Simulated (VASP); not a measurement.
Write the native input for VASP 6.6.1 that does the following.

- Task: single point
- Functional: LDA
- Potentials or basis: VASP PAW LDA potentials, release 64 (Ag)
- Cutoff: 520 eV
- k mesh: 1 × 1 × 1
- Occupations: fermi-dirac, width 0.01 eV
- Spin: collinear spin, ferromagnetic start
- Starting moments: [1.0] μB
- Dipole correction: no
- Further INCAR settings: ALGO = Normal; EDIFF = 1e-07; NBANDS = 16; ISYM = 0

The structure of Ag lies in POSCAR:

```
Ag
1.0
   14.0000000000      0.0000000000      0.0000000000
    0.0000000000     14.4000000000      0.0000000000
    0.0000000000      0.0000000000     14.8000000000
Ag
1
Direct
    0.5000000000      0.5000000000      0.5000000000
```

One way to write it, as run:

INCAR

```
  PREC = Accurate
  ENCUT = 520
  EDIFF = 1E-7
  ISMEAR = -1
  SIGMA = 0.01
  LREAL = False
  LASPH = True
  NELM = 150
  ALGO = Normal
  ISIF = 2
  LWAVE = False
  LCHARG = False
  ISPIN = 2
  MAGMOM = 1
  LORBIT = 11
  LMAXMIX = 4
  GGA = CA
  ISYM = 0
  NBANDS = 16
```

KPOINTS

```
regular mesh
0
Gamma
  1 1 1
```

Potentials or basis: VASP PAW LDA potentials, release 64 (Ag).

Command:

```console
$ cat potpaw_LDA.64/Ag/POTCAR > POTCAR
$ mpirun -np 1 vasp_gam > vasp.out
```

Results of the run:

The pressure is 0.0 GPa and the band gap on the k mesh is 0.61 eV. The net moment is 1.00 μB per cell. The site moments are Ag +0.36 μB and the valence electrons inside the program's atomic spheres are Ag 9.71.

Run time: 3.7 min on 1 thread of Intel Xeon 6975P-C, on a shared host, peak memory 1.6 GiB.
